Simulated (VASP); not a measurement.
Here is a VASP 6.6.1 calculation.

The input POSCAR:

```
CsCl
1.0
    4.1406759133      0.0000000000      0.0000000000
    0.0000000000      4.1406759133      0.0000000000
    0.0000000000      0.0000000000      4.1406759133
Cs Cl
1 1
Direct
    0.0000000000      0.0000000000      0.0000000000
    0.5000000000      0.5000000000      0.5000000000
```

The input INCAR.step1:

```
PREC = Accurate
ENCUT = 400
EDIFF = 1E-5
ISMEAR = 0
SIGMA = 0.01
LREAL = F
LASPH = T
NELM = 120
ALGO = Normal
ISIF = 2
LWAVE = T
LCHARG = F
GGA = PE
NBANDS = 15
GGA_COMPAT = F
```

INCAR.step2

```
PREC = Accurate
ENCUT = 400
EDIFF = 1E-6
ISMEAR = 0
SIGMA = 0.01
LREAL = F
LASPH = T
NELM = 120
ALGO = Normal
ISIF = 2
LWAVE = F
LCHARG = F
GGA = PE
LHFCALC = T
HFSCREEN = 0.2079
PRECFOCK = Normal
ISTART = 1
NBANDS = 15
GGA_COMPAT = F
```

The input KPOINTS:

```
regular mesh
0
Gamma
  4 4 4
```

Potentials or basis: VASP PAW PBE potentials, release 64 (Cs_sv, Cl).

Run with:

```bash
$ cat potpaw_PBE.64/Cs_sv/POTCAR potpaw_PBE.64/Cl/POTCAR > POTCAR
$ cp INCAR.step1 INCAR
$ mpirun -np 1 vasp_std > vasp.out
$ cp INCAR.step2 INCAR
$ mpirun -np 1 vasp_std > vasp.out
```

(1) Estimate the band gap on the k mesh.

(2) What does it give for the pressure?

Answers

(1) 6.51 eV, direct.

(2) 0.4 GPa.

Caveat: the PAW data sets were made with another functional, which shifts forces and pressure a little; spin-orbit coupling is left out, which moves the levels of the heavy elements.
